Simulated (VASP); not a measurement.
Write the native input for VASP 6.6.1 that does the following.

* Task: single point
* Functional: LDA
* Potentials or basis: VASP PAW LDA potentials, release 64 (K_sv, Cl)
* Cutoff: 520 eV
* k mesh: 6 × 6 × 6
* Occupations: fermi-dirac, width 0.02 eV
* Spin: no spin polarisation
* Dipole correction: no
* Further INCAR settings: ALGO = Normal; EDIFF = 1e-06; NBANDS = 15

The structure of KCl lies in POSCAR:

```
KCl
1.0
    3.6370135688      0.0000000000      0.0000000000
    0.0000000000      3.6370135688      0.0000000000
    0.0000000000      0.0000000000      3.6370135688
K Cl
1 1
Direct
    0.0000000000      0.0000000000      0.0000000000
    0.5000000000      0.5000000000      0.5000000000
```

These files were run (other wordings do the same):

INCAR

```
ALGO = Normal ; EDIFF = 1E-6
ENCUT = 520 ; GGA = CA
ISIF = 2 ; ISMEAR = -1
LASPH = True ; LCHARG = False
LREAL = False ; LWAVE = False
NBANDS = 15 ; NELM = 60
PREC = Accurate ; SIGMA = 0.02
```

KPOINTS

```
k-points
0
Gamma
  6 6 6
```

Potentials or basis: VASP PAW LDA potentials, release 64 (K_sv, Cl).

The run is started by

```console
$ cat potpaw_LDA.64/K_sv/POTCAR potpaw_LDA.64/Cl/POTCAR > POTCAR
$ mpirun -np 1 vasp_std > vasp.out
```

It gave:

```json
{
  "Pressure": "0.1 GPa",
  "Band gap on the k mesh": "5.12 eV, indirect (least direct gap 5.36 eV)"
}
```

Run time: 9.8 s on 1 thread of Intel(R) Xeon(R) Platinum 8488C (Sapphire Rapids), on a shared host, peak memory 0.14 GiB.
